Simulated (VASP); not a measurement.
Write the native input for VASP 6.6.1 that does the following.

```yaml
Task: relaxation of cell and atoms
Functional: PBEsol
Potentials_or_basis: VASP PAW PBE potentials, release 64 (Bi_d)
Cutoff: 600 eV
k_mesh: 7 × 7 × 7
Occupations: fermi-dirac, width 0.05 eV
Spin: no spin polarisation
Target_pressure: 5 GPa
Dipole_correction: no
Further_INCAR_settings: ALGO = Normal; EDIFF = 1e-06; IBRION = 2; EDIFFG = -0.01; NSW = 80; ISIF = 3
```

The structure of Bi lies in POSCAR:

```
Bi
1.0
    2.2675000000      1.3091417354      3.9380000000
   -2.2675000000      1.3091417354      3.9380000000
    0.0000000000     -2.6182834708      3.9380000000
Bi
2
Direct
    0.7660000000      0.7660000000      0.7660000000
    0.2340000000      0.2340000000      0.2340000000
```

The input as run:

INCAR

```
  PREC = Accurate
  ENCUT = 600
  EDIFF = 1E-6
  ISMEAR = -1
  SIGMA = 0.05
  LREAL = False
  LASPH = True
  NELM = 60
  ALGO = Normal
  ISIF = 3
  LWAVE = False
  LCHARG = False
  GGA = PS
  IBRION = 2
  NSW = 80
  EDIFFG = -0.01
  PSTRESS = 50.0
```

KPOINTS

```
regular mesh
0
Gamma
  7 7 7
```

Potentials or basis: VASP PAW PBE potentials, release 64 (Bi_d).

Run with:

```console
$ cat potpaw_PBE.64/Bi_d/POTCAR > POTCAR
$ mpirun -np 1 vasp_std > vasp.out
```

Results of the run:

```yaml
Relaxed_volume: 31.21 Å³/atom
Relaxed_cell: a = 4.475 Å, b = 4.475 Å, c = 4.475 Å, α = 59.34°, β = 59.34°, γ = 59.34°
Space_group_after_relaxing_to_0.1_Å: R-3m (No. 166)
Energy_change_on_relaxing_the_run_minimises_the_enthalpy: +39.9 meV/atom
Ionic_steps: 11
Pressure_after_relaxing: 5.0 GPa
```

Caveat: the cell is relaxed towards a set pressure, so the run minimises the enthalpy, not the energy; the PAW data sets were made with another functional, which shifts forces and pressure a little.

Run time: 11 min on 1 thread of AMD EPYC 7R43 64-Core Processor (Zen 3) (shared host), peak memory 0.24 GiB.
